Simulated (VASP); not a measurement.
# Ga2F (R-3m) in VASP: further runs

Ga2F is run at these levels: PBE; tasks: single point, relaxation of cell and atoms.

Program: VASP 6.6.1. These are calculated values, not measurements. Logs are shortened: lines on timing, memory, paths and dates and some standing lists are left out, and cuts for length are marked.

### Step 1. The cell of the first run

The structure is trigonal, space group R-3m (No. 166). Conventional cell: a = 3.308 Å, b = 3.308 Å, c = 14.986 Å, α = 90.00°, β = 90.00°, γ = 120.00°. Ga (site symmetry 3m) has 3 F at 2.28 Å within 3.0 Å. Within 3.0 Å of F (site symmetry -3m) lie 6 Ga at 2.28 Å.

### Step 2. Single point, PBE

The input, INCAR:

```
PREC = Accurate
ENCUT = 520
EDIFF = 1E-6
ISMEAR = 0
SIGMA = 0.1
LREAL = F
LASPH = T
NELM = 60
ALGO = Normal
ISIF = 2
LWAVE = F
LCHARG = F
GGA = PE
NBANDS = 24
```

The input, KPOINTS:

```
Automatic mesh
0
Gamma
  6 6 6
```

The input, POSCAR:

```
Ga2F
1.0
    1.6539620015      0.9549154068      4.9953883494
   -1.6539620015      0.9549154068      4.9953883494
    0.0000000000     -1.9098308136      4.9953883494
Ga F
2 1
Direct
    0.7500000000      0.7500000000      0.7500000000
    0.2500000000      0.2500000000      0.2500000000
    0.0000000000      0.0000000000      0.0000000000
```

Potentials or basis: VASP PAW PBE potentials, release 64 (Ga_d, F).

Started as:

```sh
> cat potpaw_PBE.64/Ga_d/POTCAR potpaw_PBE.64/F/POTCAR > POTCAR
> mpirun -np 1 vasp_std > vasp.out
```

OUTCAR:

```text
PREC = Accurate
   ENCUT = 520
   EDIFF = 1E-6
   ISMEAR = 0
   LREAL = F
   LASPH = T
   NELM = 60
   ISIF = 2
   GGA = PE

 ion  position               nearest neighbor table
   1  0.750  0.750  0.750-   3 2.28   3 2.28   3 2.28
   2  0.250  0.250  0.250-   3 2.28   3 2.28   3 2.28
   3  0.000  0.000  0.000-   1 2.28   1 2.28   2 2.28   2 2.28   1 2.28   2 2.28

  LATTYP: Found a trigonal (rhomboedric) cell.
 ALAT       =     5.3480237937
 COS(alpha) =     0.8087090652

  Lattice vectors:

 A1 = (   1.6539620015,   0.9549154068,   4.9953883494)
 A2 = (  -1.6539620015,   0.9549154068,   4.9953883494)
 A3 = (   0.0000000000,  -1.9098308136,   4.9953883494)

Analysis of symmetry for initial positions (statically):
=====================================================================
 Subroutine PRICEL returns:
 Original cell was already a primitive cell.

 Routine SETGRP: Setting up the symmetry group for a
 trigonal (rhombohedral) supercell.

 Subroutine GETGRP returns: Found 12 space group operations
 (whereof 12 operations were pure point group operations)
 out of a pool of 12 trial point group operations.

The static configuration has the point symmetry D_3d.

Analysis of symmetry for dynamics (positions and initial velocities):
=====================================================================
 Subroutine PRICEL returns:
 Original cell was already a primitive cell.

 Routine SETGRP: Setting up the symmetry group for a
 trigonal (rhombohedral) supercell.

 Subroutine GETGRP returns: Found 12 space group operations
 (whereof 12 operations were pure point group operations)
 out of a pool of 12 trial point group operations.

The dynamic configuration has the point symmetry D_3d.

 Subroutine INISYM returns: Found 12 space group operations
 (whereof 12 operations are pure point group operations),
 and found     1 'primitive' translations

----------------------------------------------------------------------------------------

                                     Primitive cell

  volume of cell :      47.3381

  direct lattice vectors                    reciprocal lattice vectors
     1.653962002  0.954915407  4.995388349     0.302304406  0.174535530  0.066728212
    -1.653962002  0.954915407  4.995388349    -0.302304406  0.174535530  0.066728212
     0.000000000 -1.909830814  4.995388349     0.000000000 -0.349071060  0.066728212

  length of vectors
     5.348023794  5.348023794  5.348023794     0.355391698  0.355391698  0.355391698

  position of ions in fractional coordinates (direct lattice)
     0.750000000  0.750000000  0.750000000
     0.250000000  0.250000000  0.250000000
     0.000000000  0.000000000  0.000000000

  ion indices of the primitive-cell ions
   primitive index   ion index
                 1           1
                 2           2
                 3           3

----------------------------------------------------------------------------------------

 KPOINTS: Automatic mesh

Automatic generation of k-mesh.
 Grid dimensions read from file:
 generate k-points for:    6    6    6

 Generating k-lattice:

  Cartesian coordinates                     Fractional coordinates (reciprocal lattice)
     0.050384068  0.029089255  0.011121369     0.166666667 -0.000000000 -0.000000000
    -0.050384068  0.029089255  0.011121369    -0.000000000  0.166666667 -0.000000000
     0.000000000 -0.058178510  0.011121369    -0.000000000 -0.000000000  0.166666667

  Length of vectors
     0.059231950  0.059231950  0.059231950

  Shift w.r.t. Gamma in fractional coordinates (k-lattice)
     0.000000000  0.000000000  0.000000000

 Subroutine IBZKPT returns following result:
 ===========================================

 Found     32 irreducible k-points:

 Following reciprocal coordinates:
            Coordinates               Weight
  0.000000  0.000000  0.000000      1.000000
  0.166667  0.000000  0.000000      6.000000
  0.333333 -0.000000  0.000000      6.000000
  0.500000  0.000000  0.000000      3.000000
  0.166667  0.166667  0.000000      6.000000
  0.333333  0.166667  0.000000     12.000000
[... 16 lines left out ...]
  0.500000  0.500000  0.166667      6.000000
 -0.333333  0.500000  0.166667     12.000000
 [... further k-points ...]
   k-points           NKPTS =     32   k-points in BZ     NKDIM =     32   number of bands    NBANDS=     24
   number of dos      NEDOS =    301   number of ions     NIONS =      3
   total plane-waves  NPLWV =  64000
   dimension x,y,z NGX =    40 NGY =   40 NGZ =   40
   dimension x,y,z NGXF=    80 NGYF=   80 NGZF=   80
   ions per type =               2   1
   NGX,Y,Z   is equivalent  to a cutoff of  12.43, 12.43, 12.43 a.u.
   NGXF,Y,Z  is equivalent  to a cutoff of  24.87, 24.87, 24.87 a.u.
 SYSTEM =  unknown system
   PREC   = accura    normal or accurate (medium, high low for compatibility)
   ISTART =      0    job   : 0-new  1-cont  2-samecut
   ICHARG =      2    charge: 1-file 2-atom 10-const
[... 36 lines left out ...]
   LRPA    =     F    only Hartree local field effects (RPA)
 non-spin polarized calculation
 Gauss-broadening in eV      SIGMA  =   0.10
  energy-cutoff  :      520.00
  volume of cell :       47.34
 maximum number of plane-waves:      1299
   NGX = 19   NGY = 19   NGZ = 19

 number of electron      33.0000002 magnetization

 Free energy of the ion-electron system (eV)
  ---------------------------------------------------
  ext. energy  EPLUGINS =         0.00000000
  ---------------------------------------------------
  free energy    TOTEN  =        -9.11153102 eV

  energy without entropy =       -9.10640413  energy(sigma->0) =       -9.10896757

 E-fermi :   5.6478     XC(G=0): -10.7898

 val. band max:        5.6337703598   @ k =   0.5000   0.5000   0.1667
 cond. band min:       5.6917340735   @ k =  -0.1667   0.3333   0.1667
 fundamental gap:      0.0579637136
 Fermi energy:         5.6478379946

 k-point     1 :       0.0000    0.0000    0.0000
  band No.  band energies     occupation
      1     -20.7165      2.00000
      2      -9.7954      2.00000
      3      -9.7914      2.00000
      4      -9.7914      2.00000
      5      -9.7557      2.00000
      6      -9.7557      2.00000
[... 16 lines left out ...]
     23      17.1749      0.00000
     24      17.7567      0.00000

 k-point     2 :       0.1667    0.0000    0.0000
  band No.  band energies     occupation
      1     -20.6696      2.00000
      2      -9.7834      2.00000
      3      -9.7730      2.00000
      4      -9.7709      2.00000
      5      -9.7489      2.00000
      6      -9.7344      2.00000
[... 16 lines left out ...]
     23      16.5134      0.00000
     24      18.0209      0.00000

 k-point     3 :       0.3333   -0.0000    0.0000
  band No.  band energies     occupation
      1     -20.5750      2.00000
      2      -9.7784      2.00000
      3      -9.7688      2.00000
      4      -9.7492      2.00000
      5      -9.7331      2.00000
      6      -9.6873      2.00000
[... 16 lines left out ...]
     23      14.9142      0.00000
     24      17.3655      0.00000

 k-point     4 :       0.5000    0.0000    0.0000
  band No.  band energies     occupation
      1     -20.5273      2.00000
      2      -9.7922      2.00000
      3      -9.7587      2.00000
      4      -9.7532      2.00000
      5      -9.7409      2.00000
      6      -9.6706      2.00000
[... 16 lines left out ...]
     23      14.5333      0.00000
     24      16.9036      0.00000

 k-point     5 :       0.1667    0.1667    0.0000
  band No.  band energies     occupation
      1     -20.6694      2.00000
      2      -9.7886      2.00000
      3      -9.7735      2.00000
      4      -9.7708      2.00000
      5      -9.7419      2.00000
      6      -9.7364      2.00000
[... 451 lines left out ...]
 k-point    22 :      -0.1667    0.3333    0.1667
  band No.  band energies     occupation
      1     -20.5276      2.00000
      2      -9.7997      2.00000
      3      -9.7744      2.00000
      4      -9.7603      2.00000
      5      -9.7297      2.00000
      6      -9.6804      2.00000
[... 16 lines left out ...]
     23      16.4539      0.00000
     24      17.0890      0.00000

 k-point    23 :       0.5000    0.5000    0.1667
  band No.  band energies     occupation
      1     -20.5740      2.00000
      2      -9.8107      2.00000
      3      -9.7909      2.00000
      4      -9.7842      2.00000
      5      -9.7419      2.00000
      6      -9.6947      2.00000
[... 16 lines left out ...]
     23      13.5657      0.00000
     24      15.8600      0.00000

 k-point    24 :      -0.3333    0.5000    0.1667
  band No.  band energies     occupation
      1     -20.5270      2.00000
      2      -9.8290      2.00000
      3      -9.7935      2.00000
      4      -9.7593      2.00000
      5      -9.7309      2.00000
      6      -9.6873      2.00000
[... 16 lines left out ...]
     23      14.2792      0.00000
     24      16.3031      0.00000

 [... further k-points ...]

------------------------ aborting loop because EDIFF is reached ----------------------------------------

  FORCE on cell =-STRESS in cart. coord.  units (eV):
  Direction    XX          YY          ZZ          XY          YZ          ZX
  --------------------------------------------------------------------------------------
  -------------------------------------------------------------------------------------
  Total        4.5792546      4.5792546      4.7043644     -0.0000000      0.0000000      0.0000000
  in kB      154.9867028    154.9867028    159.2210926     -0.0000000      0.0000000      0.0000000
  external PRESSURE =     156.3981660 kB  Pullay stress =       0.0000000 kB

 VOLUME and BASIS-vectors are now :
 -----------------------------------------------------------------------------
  energy-cutoff  :      520.00
  volume of cell :       47.34
      direct lattice vectors                 reciprocal lattice vectors
     1.653962002  0.954915407  4.995388349     0.302304406  0.174535530  0.066728212
    -1.653962002  0.954915407  4.995388349    -0.302304406  0.174535530  0.066728212
     0.000000000 -1.909830814  4.995388349     0.000000000 -0.349071060  0.066728212

 POSITION                                       TOTAL-FORCE (eV/Angst)
 -----------------------------------------------------------------------------------
      0.00000      0.00000     11.23962         0.000000      0.000000      2.234412
      0.00000      0.00000      3.74654         0.000000     -0.000000     -2.234412
      0.00000      0.00000      0.00000         0.000000     -0.000000      0.000000
 -----------------------------------------------------------------------------------
    total drift:                               -0.000000      0.000000     -0.000000

  FREE ENERGIE OF THE ION-ELECTRON SYSTEM (eV)
  ---------------------------------------------------
  free  energy   TOTEN  =        -9.1115310208 eV

  energy  without entropy=       -9.1064041278  energy(sigma->0) =       -9.10896757
```

It took 24 s on 1 thread of Intel Xeon 6975P-C (Granite Rapids), shared host; peak memory 0.24 GiB.

What came out:

```
Free energy            : -9.1115 eV
Pressure               : 15.6 GPa
Largest force          : 2.234 eV/Å
Band gap on the k mesh : zero (an odd number of electrons rules out a gap without spin polarisation)
```

Forces in eV/Å, atoms in the order of the input:
```
Ga   0.000  0.000  2.234
Ga   0.000  0.000 -2.234
F    0.000  0.000  0.000
```

Levels at points of the mesh, in eV from the Fermi level:
```
           k point  band 12  band 13  band 14  band 15  band 16  band 17  band 18  band 19  band 20  band 21
(0.00, 0.00, 0.00)    -9.05    -8.86    -7.36    -7.36    -1.92    -1.74     5.95     5.95     9.14     9.14
(0.50, 0.00, 0.00)   -10.04    -8.05    -7.75    -4.89    -2.53     0.12     1.22     2.27     4.30     4.31
(0.50, 0.50, 0.00)    -9.99    -8.18    -7.78    -3.61    -3.26    -2.00     0.68     4.55     5.88     6.55
(0.50, 0.50, 0.50)   -10.17    -7.36    -7.36    -6.55    -5.47     3.87     4.95     6.51     6.51     7.98
```

Caveat: the k points lie up to 0.37 Å⁻¹ apart, too coarse for converged energies and pressures of a metal; forces of over 1 eV/Å act on the atoms, so gaps and moduli don't describe the material at rest.

### Step 3. Single point, PBE

This run uses another cell than the first one, of 15.72 Å³/atom.

The input, INCAR:

```
SYSTEM = Ga2F
PREC = Accurate
ENCUT = 520
EDIFF = 1E-7
ISMEAR = 0
SIGMA = 0.1
LREAL = .False.
LASPH = .True.
NELM = 60
ALGO = Normal
ISIF = 2
LWAVE = .False.
LCHARG = .False.
GGA = PE
NBANDS = 24
```

The input, KPOINTS:

```
regular mesh
0
Gamma
  6 6 6
  0 0 0
```

The input, POSCAR:

```
Ga2F
1.0
    1.4813799317      0.8552751023      6.2027077197
   -1.4813799317      0.8552751023      6.2027077197
    0.0000000000     -1.7105502047      6.2027077197
Ga F
2 1
Direct
    0.7661101072      0.7661101072      0.7661101072
    0.2338898928      0.2338898928      0.2338898928
    0.0000000000      0.0000000000      0.0000000000
```

Potentials or basis: VASP PAW PBE potentials, release 64 (Ga_d, F).

Started as:

```sh
> cat potpaw_PBE.64/Ga_d/POTCAR potpaw_PBE.64/F/POTCAR > POTCAR
> mpirun -np 1 vasp_std > vasp.out
```

Wall time 41 s (1 thread of Intel Xeon 6975P-C (Granite Rapids), shared host); peak memory 0.31 GiB.

The run converged. Its results:

- Free energy: -10.3110 eV
- Pressure: 0.1 GPa
- Largest force: 0.016 eV/Å
- Band gap on the k mesh: zero (an odd number of electrons rules out a gap without spin polarisation)

Forces in eV/Å, atoms in the order of the input:
```
Ga   0.000  0.000  0.016
Ga   0.000  0.000 -0.016
F    0.000  0.000  0.000
```

Stress tensor (GPa, compression positive):
```
0.01 0.00 0.00
0.00 0.01 0.00
0.00 0.00 0.27
```

Levels at points of the mesh, in eV from the Fermi level:
| k point | band 12 | band 13 | band 14 | band 15 | band 16 | band 17 | band 18 | band 19 | band 20 | band 21 |
| --- | --- | --- | --- | --- | --- | --- | --- | --- | --- | --- |
| (0.00, 0.00, 0.00) | -9.68 | -8.48 | -4.00 | -4.00 | -2.83 | -0.79 | 7.91 | 10.39 | 10.76 | 10.76 |
| (0.50, 0.00, 0.00) | -6.73 | -5.83 | -4.39 | -4.28 | -2.68 | -0.90 | 0.41 | 3.94 | 6.26 | 6.29 |
| (0.50, 0.50, 0.00) | -6.73 | -5.94 | -4.39 | -3.61 | -3.17 | -1.22 | 0.31 | 5.51 | 5.80 | 6.55 |
| (0.50, 0.50, 0.50) | -10.27 | -6.59 | -5.51 | -4.00 | -4.00 | 2.12 | 4.39 | 11.11 | 11.11 | 11.75 |

Caveat: the k points lie up to 0.41 Å⁻¹ apart, too coarse for converged energies and pressures of a metal.

### Step 4. Relaxation of cell and atoms, PBE

The input, INCAR:

```
ALGO = Normal
EDIFF = 1E-6
EDIFFG = -0.04
ENCUT = 600
GGA = PE
IBRION = 2
ISIF = 3
ISMEAR = 0
LASPH = T
LCHARG = F
LREAL = F
LWAVE = F
NELM = 60
NSW = 90
PREC = Accurate
SIGMA = 0.1
```

The input, KPOINTS:

```
k-points
0
Gamma
  6 6 6
```

The input, POSCAR:

```
Ga2F
1.0
    1.6539620015      0.9549154068      4.9953883494
   -1.6539620015      0.9549154068      4.9953883494
    0.0000000000     -1.9098308136      4.9953883494
Ga F
2 1
Direct
    0.7500000000      0.7500000000      0.7500000000
    0.2500000000      0.2500000000      0.2500000000
    0.0000000000      0.0000000000      0.0000000000
```

Started as:

```sh
> cat potpaw_PBE.64/Ga_d/POTCAR potpaw_PBE.64/F/POTCAR > POTCAR
> mpirun -np 1 vasp_std > vasp.out
```

Wall time 8.5 min (1 thread of Intel Xeon 6975P-C (Granite Rapids), shared host); peak memory 0.38 GiB.

Results (log left out):

```
Free energy                           : -10.2985 eV
Relaxed volume                        : 15.62 Å³/atom
Relaxed cell                          : a = 6.400 Å, b = 6.400 Å, c = 6.400 Å, α = 26.76°, β = 26.76°, γ = 26.76°
Space group after relaxing (to 0.1 Å) : R-3m (No. 166)
Energy gained by relaxing             : 395.0 meV/atom
Ionic steps                           : 21
Pressure after relaxing               : 0.0 GPa
Largest force after relaxing          : 0.037 eV/Å
Band gap on the k mesh                : zero (an odd number of electrons rules out a gap without spin polarisation)
```

Forces in eV/Å, atoms in the order of the input:
```
Ga   0.000  0.000 -0.037
Ga   0.000  0.000  0.037
F    0.000  0.000  0.000
```

The path:
```
step  energy change (eV)  largest force (eV/Å)  pressure (GPa)  volume (Å³)
   1              0.0000                2.2327           15.56        47.34
   2             -0.7015                0.5723           -0.63        58.63
   3             -0.7046                0.4912           -1.38        59.64
   4             -0.7435                0.4447           -1.25        58.56
   5             -0.8382                0.2542           -0.59        55.38
   6             -0.7388                1.3090            3.69        49.29
   7             -0.8670                0.0394           -0.02        53.86
   8             -0.8720                0.2044            0.52        52.77
   9             -0.9081                0.4156            0.19        52.10
  10             -0.9319                1.0825           -0.80        50.17
  11             -0.9373                0.8048           -0.48        50.95
  12             -0.9869                0.7993           -1.00        50.36
  13             -1.1208                0.7876           -2.35        48.31
  14             -1.1163                0.6480           -2.49        47.61
  15             -1.1234                0.7458           -2.49        48.12
  16             -1.1704                0.2095           -0.01        46.04
  17             -1.1706                0.1683            0.28        45.89
  18             -1.1819                0.0983            0.46        46.13
  19             -1.1831                0.0661            0.71        46.23
  20             -1.1848                0.0415            0.04        46.75
  21             -1.1849                0.0370           -0.03        46.85
```

Final structure:
```xyz
3
Lattice="1.4808 0.8550 6.1672 -1.4808 0.8550 6.1672 0.0000 -1.7099 6.1672" Properties=species:S:1:pos:R:3 pbc="T T T"
Ga    0.0000    0.0000   14.1809
Ga    0.0000    0.0000    4.3206
F     0.0000    0.0000    0.0000
```

Levels at points of the mesh, in eV from the Fermi level:
| k point | band 14 | band 15 | band 16 | band 17 | band 18 | band 19 |
| --- | --- | --- | --- | --- | --- | --- |
| (0.00, 0.00, 0.00) | -4.06 | -4.06 | -2.82 | -0.81 | 8.03 | 10.69 |
| (0.50, 0.00, 0.00) | -4.45 | -4.37 | -2.76 | -0.91 | 0.42 | 3.93 |
| (0.50, 0.50, 0.00) | -4.46 | -3.70 | -3.24 | -1.23 | 0.31 | 5.53 |
| (0.50, 0.50, 0.50) | -5.56 | -4.06 | -4.06 | 2.14 | 4.44 | 11.04 |

Caveat: the k points lie up to 0.41 Å⁻¹ apart in the final cell, too coarse for converged energies and pressures of a metal; a cell axis changed by over 15 % at a fixed basis, so the end point is rough.

### Step 5. Summary

```tsv
task	cell	cutoff (eV)	gap on the mesh (eV)	pressure (GPa)	largest force (eV/Å)
single point	a = 5.348 Å, angles 36.0°, 3 atoms, atomic positions A	520	none	15.6	2.23
single point	a = 6.434 Å, angles 26.6°, 3 atoms, atomic positions B	520	none	0.1	0.02
relaxation of cell and atoms	relaxed from a = 5.348 Å, angles 36.0°, 3 atoms, atomic positions A	600	none	0.0	0.04
```

Alike in all rows: level PBE; potentials or basis VASP PAW PBE potentials, release 64 (Ga_d, F); no spin polarisation; k mesh 6 × 6 × 6; smearing gaussian 0.1 eV.

Caveats: all runs use coarse meshes; forces of over 1 eV/Å act on the atoms, so gaps and moduli don't describe the material at rest (at least some runs); a cell axis changed by over 15 % at a fixed basis, so the end point is rough (at least some runs).

Absolute energies hang on the potentials; compare differences alone.

The gap in the log of VASP goes by the Fermi energy; the results here count the filled bands.